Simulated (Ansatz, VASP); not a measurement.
**KF: VASP beside Ansatz**

The input INCAR:

```
ALGO     = Normal         # electronic algorithm
EDIFF    = 1E-8           # SCF threshold, eV
ENCUT    = 520            # plane-wave cutoff, eV
GGA      = PE             # functional
ISIF     = 2              # what is computed and relaxed
ISMEAR   = -1             # smearing method
LASPH    = True           # aspherical terms in the spheres
LCHARG   = False          # write CHGCAR
LEFG     = True         
LREAL    = False          # projectors in reciprocal space
LWAVE    = False          # write WAVECAR
NBANDS   = 15             # bands
NELM     = 60             # most SCF steps
PREC     = Accurate       # precision mode
SIGMA    = 0.08           # smearing width, eV
```

The input KPOINTS:

```
k-points
0
Gamma
  16 16 16
```

File POSCAR:

```
KF
1.0
    0.0000000000      2.7543199734      2.7543199734
    2.7543199734      0.0000000000      2.7543199734
    2.7543199734      2.7543199734      0.0000000000
K F
1 1
Direct
    0.0000000000      0.0000000000      0.0000000000
    0.5000000000      0.5000000000      0.5000000000
```

Input for Ansatz:

```yaml
crystal:
  lattice:
    - [0.0, 2.7543199734, 2.7543199734]
    - [2.7543199734, 0.0, 2.7543199734]
    - [2.7543199734, 2.7543199734, 0.0]
  atoms:
    - { symbol: K, position: [0.0, 0.0, 0.0] }
    - { symbol: F, position: [0.5, 0.5, 0.5] }
kpoints:
  mp_grid: { grid: [16, 16, 16] }
scf:
  occupations: { method: fermi_dirac, width: 0.08 }
hamiltonian:
  xc: pbe
  pseudopotentials: { kind: paw }
output:
  forces: true
  stress: true
  eigenvalues: true
  efg: { contact_densities: true }
```

Change from the starting cell: volume scaled by 1.05, PAW files.

Alike in both runs: task electric field gradients; functional PBE; k mesh 16 × 16 × 16; occupations fermi-dirac, width 0.08 eV; no spin polarisation.

|  | VASP | Ansatz |
| --- | --- | --- |
| version | VASP 6.6.1 | Ansatz 0.2.0 |
| potentials or method | VASP PAW PBE potentials, release 64 (K_sv, F) | PAW with Ansatz's default frozen-core files, scalar-relativistic |
| plane-wave cutoff (eV) | 520 | 420 |
| valence electrons in the cell | 16 | 16 |

|  | VASP | Ansatz | Ansatz less VASP |
| --- | --- | --- | --- |
| gap on the k mesh at the Fermi level (eV) | 5.71 | 5.73 | +0.015 |
| pressure (GPa) | -1.3 | -1.2 | +0.01 |

The functional is the same, so the differences come from potentials, cutoffs and numerics.
